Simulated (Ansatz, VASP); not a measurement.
# BN: VASP beside Ansatz

The input INCAR:

```
  PREC = Accurate
  ENCUT = 600
  EDIFF = 1E-6
  ISMEAR = 0
  SIGMA = 0.05
  LREAL = False
  LASPH = True
  NELM = 120
  ALGO = Normal
  ISIF = 2
  LWAVE = False
  LCHARG = False
  GGA = PE
  NBANDS = 11
  GGA_COMPAT = False
```

Contents of KPOINTS:

```
regular mesh
0
Gamma
  12 12 12
```

POSCAR

```
BN
1.0
    0.0000000000      1.6680325229      1.6680325229
    1.6680325229      0.0000000000      1.6680325229
    1.8105937026      1.8105937026     -0.1425611796
B N
1 1
Direct
    0.0000000000      0.0000000000      0.0000000000
    0.7500000000      0.7500000000      0.7500000000
```

Input for Ansatz:

```yaml
crystal:
  lattice:
    - [0.0, 1.6680325229, 1.6680325229]
    - [1.6680325229, 0.0, 1.6680325229]
    - [1.8105937026, 1.8105937026, -0.1425611796]
  atoms:
    - { symbol: B, position: [0.0, 0.0, 0.0] }
    - { symbol: "N", position: [0.75, 0.75, 0.75] }
basis:
  ecutwfc: 520.0
kpoints:
  mp_grid: { grid: [12, 12, 12] }
hamiltonian:
  xc: pbe
  pseudopotentials: { kind: paw, azcp: { folder: soft_1 } }
scf:
  occupations: { method: gaussian, width: 0.05 }
output:
  forces: true
  stress: true
  eigenvalues: true
```

Alike in both runs: task single point; functional PBE; k mesh 12 × 12 × 12; occupations gaussian, width 0.05 eV; no spin polarisation.

```csv
,VASP,Ansatz
version,VASP 6.6.1,Ansatz 0.2.0
potentials or method,"VASP PAW PBE potentials, release 64 (B, N), cutoff 600 eV","scalar-relativistic, plane waves, PAW"
valence electrons in the cell,8,8
```

```tsv
	VASP	Ansatz	Ansatz less VASP
gap on the k mesh at the Fermi level (eV)	3.92	3.93	+0.011
least direct gap on the mesh (eV)	5.52	5.52	+0.002
rms of the force components (eV/Å)	0.243	0.224	-0.0196
```

Atom by atom the forces differ by 0.020 eV/Å (rms over components).
